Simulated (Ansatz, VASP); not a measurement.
**Sn2GeSe3 in VASP and in Ansatz**

```xyz
6
Lattice="-2.1134 2.1134 8.9665 2.1134 -2.1134 8.9665 2.1134 2.1134 -8.9665" Properties=species:S:1:pos:R:3 pbc="T T T"
Sn    0.0000    0.0000   14.9441
Sn    0.0000    0.0000    2.9888
Ge    0.0000    0.0000    8.9665
Se    0.0000    0.0000    0.0000
Se    0.0000    0.0000   11.9553
Se    0.0000    0.0000    5.9777
```

Alike in both runs: task single point; functional PBE; k mesh 6 × 6 × 6; occupations gaussian, width 0.1 eV; no spin polarisation.

```csv
,VASP,Ansatz
version,VASP 6.6.1,Ansatz 0.2.0
potentials or method,"VASP PAW PBE potentials, release 64 (Sn_d, Ge_d, Se), cutoff 520 eV","scalar-relativistic, plane waves, PAW"
valence electrons in the cell,60,90
```

|  | VASP | Ansatz | Ansatz less VASP |
| --- | --- | --- | --- |
| gap on the k mesh at the Fermi level (eV) | 0.15 | 0.15 | 0.000 |
| least direct gap on the mesh (eV) | 0.15 | 0.15 | 0.000 |
| pressure (GPa) | -1.0 | -1.0 | +0.01 |
| rms of the force components (eV/Å) | 0.130 | 0.130 | 0.0000 |

Atom by atom the forces differ by 0.000 eV/Å (rms over components). VASP's potentials hold 60 valence electrons a cell and Ansatz's 90, so a difference there can come from the potentials and not from the codes.
